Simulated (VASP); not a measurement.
# WC (P-6m2) in VASP: a series of runs, part 2 of 2

VASP 6.6.1. Earlier steps stand in the parts before.

### 4 Single point, PBE

Contents of INCAR:

```
SYSTEM = WC
PREC = Accurate
ENCUT = 910
EDIFF = 1E-6
ISMEAR = -1
SIGMA = 0.1
LREAL = .FALSE.
LASPH = .TRUE.
NELM = 120
ALGO = Normal
ISIF = 2
LWAVE = .FALSE.
LCHARG = .FALSE.
GGA = PE
NBANDS = 16
GGA_COMPAT = .FALSE.
```

Contents of KPOINTS:

```
Automatic mesh
0
G
  12 12 11
  0 0 0
```

Contents of POSCAR:

```
WC
1.0
    2.9222371611      0.0000002928      0.0000000000
   -1.4611188341      2.5307314710      0.0000000000
    0.0000000000      0.0000000000      2.8466431432
W C
1 1
Direct
    0.0000000000      0.0000000000      0.0000000000
    0.6666666667      0.3333333333      0.5000000000
```

Potentials or basis: VASP PAW PBE potentials, release 64 (W_sv, C_h).

The run is started by

```sh
$ cat potpaw_PBE.64/W_sv/POTCAR potpaw_PBE.64/C_h/POTCAR > POTCAR
$ mpirun -np 1 vasp_std > vasp.out
```

OUTCAR:

```text
SYSTEM = WC
   PREC = Accurate
   ENCUT = 910
   EDIFF = 1E-6
   ISMEAR = -1
   LREAL = .FALSE.
   LASPH = .TRUE.
   NELM = 120
   ISIF = 2
   GGA = PE

 ion  position               nearest neighbor table
   1  0.000  0.000  0.000-   2 2.21   2 2.21   2 2.21   2 2.21   2 2.21   2 2.21
   2  0.667  0.333  0.500-   1 2.21   1 2.21   1 2.21   1 2.21   1 2.21   1 2.21

  LATTYP: Found a hexagonal cell.
 ALAT       =     2.9222371611
 C/A-ratio  =     0.9741314569

  Lattice vectors:

 A1 = (   2.9222371611,   0.0000002928,   0.0000000000)
 A2 = (  -1.4611188341,   2.5307314710,   0.0000000000)
 A3 = (   0.0000000000,   0.0000000000,   2.8466431432)

Analysis of symmetry for initial positions (statically):
=====================================================================
 Subroutine PRICEL returns:
 Original cell was already a primitive cell.

 Routine SETGRP: Setting up the symmetry group for a
 hexagonal supercell.

 Subroutine GETGRP returns: Found 12 space group operations
[... 158 lines left out ...]
  ---------------------------------------------------
  ext. energy  EPLUGINS =         0.00000000
  ---------------------------------------------------
  free energy    TOTEN  =       -22.46172855 eV

  energy without entropy =      -22.45348820  energy(sigma->0) =      -22.45760837

 E-fermi :  11.2163     XC(G=0): -13.7541

 val. band max:       11.1321397374   @ k =   0.5000   0.0000   0.3636
 cond. band min:      11.2801109107   @ k =   0.0000   0.0000   0.0909
 fundamental gap:      0.1479711733
 Fermi energy:        11.2163030599

 k-point     1 :       0.0000    0.0000    0.0000
  band No.  band energies     occupation
      1     -62.8321      2.00000
      2     -26.8093      2.00000
      3     -26.7179      2.00000
      4     -26.7179      2.00000
      5      -3.1397      2.00000
      6       6.9731      2.00000
[... 433 lines left out ...]
      3     -26.8480      2.00000
      4     -26.7866      2.00000
      5      -0.7642      2.00000
      6       5.0203      2.00000
[... 8 lines left out ...]
     15      25.4119      0.00000
     16      27.7420      0.00000

 [... further k-points ...]
[... 5 lines left out ...]
  --------------------------------------------------------------------------------------
  -------------------------------------------------------------------------------------
  Total        0.1136600      0.1136600      0.1435184      0.0000000     -0.0000000      0.0000000
  in kB        8.6501538      8.6501538     10.9225353      0.0000000     -0.0000000      0.0000000
  external PRESSURE =       9.4076143 kB  Pullay stress =       0.0000000 kB

 VOLUME and BASIS-vectors are now :
 -----------------------------------------------------------------------------
  energy-cutoff  :      910.00
  volume of cell :       21.05
      direct lattice vectors                 reciprocal lattice vectors
     2.922237161  0.000000293  0.000000000     0.342203554  0.197571360  0.000000000
    -1.461118834  2.530731471  0.000000000    -0.000000040  0.395142651  0.000000000
     0.000000000  0.000000000  2.846643143     0.000000000  0.000000000  0.351290959

 POSITION                                       TOTAL-FORCE (eV/Angst)
 -----------------------------------------------------------------------------------
      0.00000      0.00000      0.00000        -0.000000     -0.000000      0.000000
      1.46112      0.84358      1.42332         0.000000      0.000000      0.000000
 -----------------------------------------------------------------------------------
    total drift:                               -0.000000      0.000000      0.000000

  FREE ENERGIE OF THE ION-ELECTRON SYSTEM (eV)
  ---------------------------------------------------
  free  energy   TOTEN  =       -22.4617285470 eV

  energy  without entropy=      -22.4534881981  energy(sigma->0) =      -22.45760837
```

stdout:

```text
POSCAR found type information on POSCAR W C
 POSCAR found :  2 types and       2 ions
 scaLAPACK will be used
 LDA part: xc-table for (Slater+PW92), standard interpolation
 POSCAR, INCAR and KPOINTS ok, starting setup
 FFT: planning ... GRIDC
 FFT: planning ... GRID_SOFT
 FFT: planning ... GRID
 WAVECAR not read
 entering main loop
```

Wall time 28 s (1 thread of Intel Xeon 6975P-C (Granite Rapids), shared host); peak memory 0.23 GiB.

What came out:

| Property | Result |
| --- | --- |
| Free energy | -22.4617 eV |
| Pressure | 0.9 GPa |
| Band gap on the k mesh | zero (band 9 reaches 11.83 eV, above the bottom of band 10 at 10.66 eV) |

Caveat: the cutoff is under 1.25 times the usual one of these potentials, so pressure, stress and relaxed cells hold a basis-set (Pulay) error; spin-orbit coupling is left out, which moves the levels of the heavy elements.

### 5 Summary

| task | potentials or basis | cell | cutoff (eV) | second run | gap on the mesh (eV) | pressure (GPa) |
| --- | --- | --- | --- | --- | --- | --- |
| single point | VASP PAW PBE potentials, release 64 (W_sv, C) | a = 2.922, b = 2.922, c = 2.847 Å, angles 90.0, 90.0, 120.0°, 2 atoms | 520 | - | none | 1.1 |
| relaxation of cell and atoms | VASP PAW PBE potentials, release 64 (W_sv, C) | relaxed from a = 2.881, b = 2.881, c = 2.813 Å, angles 90.0, 90.0, 120.0°, 2 atoms | 600 | - | none | 0.3 |
| single point | VASP PAW PBE potentials, release 64 (W_sv, C_h) | a = 2.922, b = 2.922, c = 2.847 Å, angles 90.0, 90.0, 120.0°, 2 atoms | 910 | hard_potentials | none | 0.9 |

Alike in all rows: level PBE; no spin polarisation; k mesh 12 × 12 × 11; smearing fermi-dirac 0.1 eV.

Caveats: spin-orbit coupling is left out, which moves the levels of the heavy elements; the cutoff is under 1.25 times the usual one of these potentials, so pressure, stress and relaxed cells hold a basis-set (Pulay) error (some runs).

Total energies depend on the potentials used, so only differences within one code and one set of settings carry meaning.
